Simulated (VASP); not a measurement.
# Sn (Fm-3m) in VASP: further runs

Sn is run at these levels: r2SCAN; tasks: single point.

Everything below comes from runs of VASP 6.6.1. Logs are shortened: lines on timing, memory, paths and dates and some standing lists are left out, and cuts for length are marked.

## 1. The cell of the first run

Symmetry: Fm-3m, No. 225, cubic system. The conventional cell has a = 4.781 Å, b = 4.781 Å, c = 4.781 Å, α = 90.00°, β = 90.00°, γ = 90.00°. Sn (site symmetry m-3m) has 12 Sn at 3.38 Å within 4.4 Å.

This isn't the form of Sn at room conditions, which is tetragonal (white tin).

## 2. Single point, r2SCAN

POSCAR

```
Sn
1.0
    0.0000000000      2.3907108262      2.3907108262
    2.3907108262      0.0000000000      2.3907108262
    2.3907108262      2.3907108262      0.0000000000
Sn
1
Direct
    0.0000000000      0.0000000000      0.0000000000
```

INCAR.step1

```
SYSTEM = Sn
PREC = Accurate
ENCUT = 520
ISMEAR = -1
SIGMA = 0.1
LREAL = .False.
LASPH = .True.
NELM = 60
NBANDS = 13
GGA = PE
ALGO = Normal
EDIFF = 1E-4
LWAVE = .True.
LCHARG = .False.
```

INCAR.step2

```
SYSTEM = Sn
PREC = Accurate
ENCUT = 520
EDIFF = 1E-6
ISMEAR = -1
SIGMA = 0.1
LREAL = .False.
LASPH = .True.
NELM = 60
ALGO = Normal
ISIF = 2
LWAVE = .False.
LCHARG = .False.
METAGGA = R2SCAN
LMIXTAU = .True.
NBANDS = 13
ISTART = 1
```

KPOINTS

```
Automatic mesh
0
Gamma
  11 11 11
  0 0 0
```

Potentials or basis: VASP PAW PBE potentials, release 64 (Sn_d).

Command:

```
$ cat potpaw_PBE.64/Sn_d/POTCAR > POTCAR
$ cp INCAR.step1 INCAR
$ mpirun -np 1 vasp_std > vasp.out
$ cp INCAR.step2 INCAR
$ mpirun -np 1 vasp_std > vasp.out
```

OUTCAR:

```text
SYSTEM = Sn
   PREC = Accurate
   ENCUT = 520
   EDIFF = 1E-6
   ISMEAR = -1
   LREAL = .False.
   LASPH = .True.
   NELM = 60
   ISIF = 2
   METAGGA = R2SCAN
   ISTART = 1

 ion  position               nearest neighbor table
   1  0.000  0.000  0.000-

  LATTYP: Found a face centered cubic cell.
 ALAT       =     4.7814216524

  Lattice vectors:

 A1 = (   0.0000000000,   2.3907108262,   2.3907108262)
 A2 = (   2.3907108262,   0.0000000000,   2.3907108262)
 A3 = (   2.3907108262,   2.3907108262,   0.0000000000)

Analysis of symmetry for initial positions (statically):
=====================================================================
 Subroutine PRICEL returns:
 Original cell was already a primitive cell.

 Routine SETGRP: Setting up the symmetry group for a
 face centered cubic supercell.

 Subroutine GETGRP returns: Found 48 space group operations
 (whereof 48 operations were pure point group operations)
 out of a pool of 48 trial point group operations.

The static configuration has the point symmetry O_h .

Analysis of symmetry for dynamics (positions and initial velocities):
=====================================================================
 Subroutine PRICEL returns:
 Original cell was already a primitive cell.

 Routine SETGRP: Setting up the symmetry group for a
 face centered cubic supercell.

 Subroutine GETGRP returns: Found 48 space group operations
 (whereof 48 operations were pure point group operations)
 out of a pool of 48 trial point group operations.

The dynamic configuration has the point symmetry O_h .

 Subroutine INISYM returns: Found 48 space group operations
 (whereof 48 operations are pure point group operations),
 and found     1 'primitive' translations

----------------------------------------------------------------------------------------

                                     Primitive cell

  volume of cell :      27.3282

  direct lattice vectors                    reciprocal lattice vectors
     0.000000000  2.390710826  2.390710826    -0.209142818  0.209142818  0.209142818
     2.390710826  0.000000000  2.390710826     0.209142818 -0.209142818  0.209142818
     2.390710826  2.390710826  0.000000000     0.209142818  0.209142818 -0.209142818

  length of vectors
     3.380975674  3.380975674  3.380975674     0.362245987  0.362245987  0.362245987

  position of ions in fractional coordinates (direct lattice)
     0.000000000  0.000000000  0.000000000

  ion indices of the primitive-cell ions
   primitive index   ion index
                 1           1

----------------------------------------------------------------------------------------

 KPOINTS: Automatic mesh

Automatic generation of k-mesh.
 Grid dimensions read from file:
 generate k-points for:   11   11   11

 Generating k-lattice:

  Cartesian coordinates                     Fractional coordinates (reciprocal lattice)
    -0.019012983  0.019012983  0.019012983     0.090909091  0.000000000  0.000000000
     0.019012983 -0.019012983  0.019012983     0.000000000  0.090909091  0.000000000
     0.019012983  0.019012983 -0.019012983     0.000000000  0.000000000  0.090909091

  Length of vectors
     0.032931453  0.032931453  0.032931453

  Shift w.r.t. Gamma in fractional coordinates (k-lattice)
     0.000000000  0.000000000  0.000000000

 Subroutine IBZKPT returns following result:
 ===========================================

 Found     56 irreducible k-points:

 Following reciprocal coordinates:
            Coordinates               Weight
  0.000000  0.000000  0.000000      1.000000
  0.090909  0.000000  0.000000      8.000000
  0.181818  0.000000  0.000000      8.000000
  0.272727  0.000000  0.000000      8.000000
  0.363636  0.000000  0.000000      8.000000
  0.454545  0.000000  0.000000      8.000000
[... 16 lines left out ...]
 -0.272727  0.181818  0.000000     24.000000
 -0.181818  0.181818  0.000000     12.000000
 [... further k-points ...]
   k-points           NKPTS =     56   k-points in BZ     NKDIM =     56   number of bands    NBANDS=     13
   number of dos      NEDOS =    301   number of ions     NIONS =      1
   total plane-waves  NPLWV =  21952
   dimension x,y,z NGX =    28 NGY =   28 NGZ =   28
   dimension x,y,z NGXF=    56 NGYF=   56 NGZF=   56
   ions per type =               1
   NGX,Y,Z   is equivalent  to a cutoff of  13.77, 13.77, 13.77 a.u.
   NGXF,Y,Z  is equivalent  to a cutoff of  27.54, 27.54, 27.54 a.u.
 SYSTEM =  Sn
   PREC   = accura    normal or accurate (medium, high low for compatibility)
   ISTART =      1    job   : 0-new  1-cont  2-samecut
   ICHARG =      0    charge: 1-file 2-atom 10-const
   ISPIN  =      1    spin polarized calculation?
   LNONCOLLINEAR =      F non collinear calculations
   LSORBIT =      F    spin-orbit coupling
   LASPH  =      T    aspherical Exc in radial PAW
   ENCUT  =  520.0 eV  38.22 Ry    6.18 a.u.   6.29  6.29  6.29*2*pi/ulx,y,z
   NELM   =     60;   NELMIN=  2; NELMDL=  0     # of ELM steps
   EDIFF  = 0.1E-05   stopping-criterion for ELM
   LREAL  =      F    real-space projection
   EDIFFG = 0.1E-04   stopping-criterion for IOM
   NSW    =      0    number of steps for IOM
   IBRION =     -1    ionic relax: 0-MD 1-quasi-New 2-CG
   NFREE  =      0    steps in history (QN), initial steepest desc. (CG)
   ISIF   =      2    stress and relaxation
   ISYM   =      2    0-nonsym 1-usesym 2-fastsym
   POTIM  = 0.5000    time-step for ionic-motion
   TEBEG  =    0.0;   TEEND  =   0.0 temperature during run
   PSTRESS=    0.0 pullay stress
   NELECT =      14.0000    total number of electrons
   NUPDOWN=      -1.0000    fix difference up-down
   EMIN   =  10.00;   EMAX   =-10.00  energy-range for DOS
   EFERMI =   0.00;   METHOD = LEGACY
   ISMEAR =    -1;   SIGMA  =   0.10  broadening in eV -4-tet -1-fermi 0-gaus
   EFERMI_NEDOS =   21; number of points for ismear=-14 and -15
   IALGO  =     38    algorithm
   IMIX   =      4    mixing-type and parameters
     AMIX     =   0.40;   BMIX     =  1.00
     AMIX_MAG =   1.60;   BMIX_MAG =  1.00
  volume/ion in A,a.u.               =      27.33       184.42
  Fermi-wavevector in a.u.,A,eV,Ry     =   1.309927  2.475403 23.346360  1.715909
  Thomas-Fermi vector in A             =   2.440492
   LORBIT       =      0    0 simple, 1 ext, 2 COOP (PROOUT), +10 PAW based schemes
   METAGGA = R2SCAN    functional components
   LHFCALC =     F    Hartree Fock is set to
   AEXX    =    0.0000 exact exchange contribution
   IVDW    =     0    specifies the selected vdW correction
   LEPSILON=     F    determine dielectric tensor
   LRPA    =     F    only Hartree local field effects (RPA)
 non-spin polarized calculation
  energy-cutoff  :      520.00
  volume of cell :       27.33
 maximum number of plane-waves:       751
 NGX is ok and might be reduce to    28
   NGX = 13   NGY = 13   NGZ = 13

 number of electron      14.0000004 magnetization

 Free energy of the ion-electron system (eV)
  ---------------------------------------------------
  ext. energy  EPLUGINS =         0.00000000
  ---------------------------------------------------
  free energy    TOTEN  =       -24.51721219 eV

  energy without entropy =      -24.50201490  energy(sigma->0) =      -24.50961355

 E-fermi :   8.0216     XC(G=0): -11.2456

 val. band max:        7.9439640778   @ k =   0.3636   0.1818   0.0000
 cond. band min:       8.0836546104   @ k =  -0.4545   0.3636   0.0909
 fundamental gap:      0.1396905326
 Fermi energy:         8.0215566635

 k-point     1 :       0.0000    0.0000    0.0000
  band No.  band energies     occupation
      1     -14.2425      2.00000
      2     -14.2425      2.00000
      3     -14.2425      2.00000
      4     -14.1608      2.00000
      5     -14.1608      2.00000
      6      -3.6605      2.00000
      7      16.1632      0.00000
      8      16.1632      0.00000
      9      16.1632      0.00000
     10      19.2802      0.00000
     11      20.3698      0.00000
     12      20.3698      0.00000
     13      20.3698      0.00000

 k-point     2 :       0.0909    0.0000    0.0000
  band No.  band energies     occupation
      1     -14.2421      2.00000
      2     -14.2354      2.00000
      3     -14.2354      2.00000
      4     -14.1609      2.00000
      5     -14.1609      2.00000
      6      -3.4808      2.00000
      7      14.3713      0.00000
      8      15.8781      0.00000
      9      15.8781      0.00000
     10      18.6023      0.00000
     11      20.8577      0.00000
     12      20.8577      0.00000
     13      22.3318      0.00000

 k-point     3 :       0.1818    0.0000    0.0000
  band No.  band energies     occupation
      1     -14.2414      2.00000
      2     -14.2230      2.00000
      3     -14.2230      2.00000
      4     -14.1543      2.00000
      5     -14.1543      2.00000
      6      -2.9409      2.00000
      7      11.3361      0.00000
      8      15.3007      0.00000
      9      15.3007      0.00000
     10      18.3114      0.00000
     11      21.4523      0.00000
     12      21.4523      0.00000
     13      22.3004      0.00000
[... 305 lines left out ...]
 k-point    23 :      -0.2727    0.1818    0.0000
  band No.  band energies     occupation
      1     -14.2321      2.00000
      2     -14.2213      2.00000
      3     -14.1882      2.00000
      4     -14.1422      2.00000
      5     -14.1049      2.00000
      6      -0.6252      2.00000
      7       7.1410      1.99970
      8       9.7401      0.00000
      9      14.3133      0.00000
     10      17.4974      0.00000
     11      21.0281      0.00000
     12      21.0728      0.00000
     13      23.2618      0.00000

 k-point    24 :      -0.1818    0.1818    0.0000
  band No.  band energies     occupation
      1     -14.2349      2.00000
      2     -14.2206      2.00000
      3     -14.1844      2.00000
      4     -14.1761      2.00000
      5     -14.1138      2.00000
      6      -1.7439      2.00000
      7       9.5621      0.00000
      8      10.2829      0.00000
      9      15.3678      0.00000
     10      18.7315      0.00000
     11      20.2809      0.00000
     12      21.0423      0.00000
     13      21.6740      0.00000

 [... further k-points ...]

------------------------ aborting loop because EDIFF is reached ----------------------------------------

  FORCE on cell =-STRESS in cart. coord.  units (eV):
  Direction    XX          YY          ZZ          XY          YZ          ZX
  --------------------------------------------------------------------------------------
  -------------------------------------------------------------------------------------
  Total       -0.0034979     -0.0034979     -0.0034979      0.0000000      0.0000000     -0.0000000
  in kB       -0.2050704     -0.2050704     -0.2050704      0.0000000      0.0000000     -0.0000000
  external PRESSURE =      -0.2050704 kB  Pullay stress =       0.0000000 kB

 VOLUME and BASIS-vectors are now :
 -----------------------------------------------------------------------------
  energy-cutoff  :      520.00
  volume of cell :       27.33
      direct lattice vectors                 reciprocal lattice vectors
     0.000000000  2.390710826  2.390710826    -0.209142818  0.209142818  0.209142818
     2.390710826  0.000000000  2.390710826     0.209142818 -0.209142818  0.209142818
     2.390710826  2.390710826  0.000000000     0.209142818  0.209142818 -0.209142818

 POSITION                                       TOTAL-FORCE (eV/Angst)
 -----------------------------------------------------------------------------------
      0.00000      0.00000      0.00000        -0.000000      0.000000     -0.000000
 -----------------------------------------------------------------------------------
    total drift:                               -0.000000     -0.000000     -0.000000

  FREE ENERGIE OF THE ION-ELECTRON SYSTEM (eV)
  ---------------------------------------------------
  free  energy   TOTEN  =       -24.5172121914 eV

  energy  without entropy=      -24.5020149001  energy(sigma->0) =      -24.50961355
```

Run time: 36 s. Hardware: 1 thread of Intel Xeon 6975P-C (Granite Rapids), shared host; peak memory 0.17 GiB.

Results:

| Property | Result |
| --- | --- |
| Free energy | -24.5172 eV |
| Pressure | 0.0 GPa |
| Band gap on the k mesh | zero (bands 7 and 8 overlap by 10.05 eV) |

Levels at points of the mesh, in eV from the Fermi level:
```
           k point  band 3  band 4  band 5  band 6  band 7  band 8  band 9  band 10  band 11  band 12
(0.00, 0.00, 0.00)  -22.26  -22.18  -22.18  -11.68    8.14    8.14    8.14    11.26    12.35    12.35
```

Caveat: the PAW data sets were made with another functional, which shifts forces and pressure a little; spin-orbit coupling is left out, which moves the levels of the heavy elements.

## 3. Single point, r2SCAN (24.05 Å³/atom)

This run uses another cell than the first one, of 24.05 Å³/atom.

POSCAR

```
Sn
1.0
    0.0000000000      2.2909798650      2.2909798650
    2.2909798650      0.0000000000      2.2909798650
    2.2909798650      2.2909798650      0.0000000000
Sn
1
Direct
    0.0000000000      0.0000000000      0.0000000000
```

INCAR.step1

```
SYSTEM = Sn
PREC = Accurate
ENCUT = 520
ISMEAR = -1
SIGMA = 0.1
LREAL = .FALSE.
LASPH = .TRUE.
NELM = 100
NBANDS = 13
GGA = PE
ALGO = Normal
EDIFF = 1E-4
LWAVE = .TRUE.
LCHARG = .FALSE.
```

INCAR.step2

```
SYSTEM = Sn
PREC = Accurate
ENCUT = 520
EDIFF = 1E-6
ISMEAR = -1
SIGMA = 0.1
LREAL = .FALSE.
LASPH = .TRUE.
NELM = 100
ALGO = Normal
ISIF = 2
LWAVE = .FALSE.
LCHARG = .FALSE.
METAGGA = R2SCAN
LMIXTAU = .TRUE.
NBANDS = 13
ISTART = 1
```

KPOINTS

```
Automatic mesh
0
G
  13 13 13
  0 0 0
```

Potentials or basis: VASP PAW PBE potentials, release 64 (Sn_d).

Command:

```
$ cat potpaw_PBE.64/Sn_d/POTCAR > POTCAR
$ cp INCAR.step1 INCAR
$ mpirun -np 1 vasp_std > vasp.out
$ cp INCAR.step2 INCAR
$ mpirun -np 1 vasp_std > vasp.out
```

Run time: 24 s. Hardware: 1 thread of Intel Xeon 6975P-C (Granite Rapids), shared host; peak memory 0.15 GiB.

Results (log left out):

- Free energy: -24.4302 eV
- Pressure: 8.6 GPa
- Band gap on the k mesh: zero (bands 7 and 8 overlap by 11.56 eV)

Levels at points of the mesh, in eV from the Fermi level:
| k point | band 3 | band 4 | band 5 | band 6 | band 7 | band 8 | band 9 | band 10 | band 11 | band 12 |
| --- | --- | --- | --- | --- | --- | --- | --- | --- | --- | --- |
| (0.00, 0.00, 0.00) | -22.44 | -22.31 | -22.31 | -12.79 | 9.24 | 9.24 | 9.24 | 11.26 | 13.14 | 13.14 |

Caveat: the cell stands under pressure; the PAW data sets were made with another functional, which shifts forces and pressure a little; spin-orbit coupling is left out, which moves the levels of the heavy elements.

(Part 1 of 2 ends here.)

The gap in the log of VASP goes by the Fermi energy; the results here count the filled bands.